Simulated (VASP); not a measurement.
Al2O3:

```
Al O
1.0
     2.30798    1.33251    4.39523
    -2.30798    1.33251    4.39523
     0.00000   -2.66503    4.39523
Al O
4 6
Direct
  0.85022 0.85022 0.85022
  0.35022 0.35022 0.35022
  0.14978 0.14978 0.14978
  0.64978 0.64978 0.64978
  0.44167 0.05833 0.75000
  0.05833 0.75000 0.44167
  0.55833 0.94167 0.25000
  0.25000 0.55833 0.94167
  0.94167 0.25000 0.55833
  0.75000 0.44167 0.05833
```

This cell differs from its parent crystal: epitaxial xy strain -3.0%.

Base run:

| Quantity | Value |
| --- | --- |
| Program | VASP 6.6.1 |
| Functional | r2SCAN |
| Potentials or basis | VASP PAW PBE potentials, release 64 (Al, O) |
| Cutoff | 520 eV |
| k mesh | 6 × 6 × 6 |
| Occupations | gaussian, width 0.01 eV |
| Spin | no spin polarisation |

Its results: band gap on the k mesh 7.72 eV, direct; pressure 13.0 GPa; largest force 0.022 eV/Å.

Task: The run is repeated on the same cell with these changes: functional from r2SCAN to PBE; occupations from gaussian, width 0.01 eV to fermi-dirac, width 0.02 eV. What comes out?

Result: Band gap on the k mesh 6.76 eV, direct; pressure 21.1 GPa; largest force 0.017 eV/Å.

Caveats: the PAW data sets were made with another functional, which shifts forces and pressure a little (some runs).

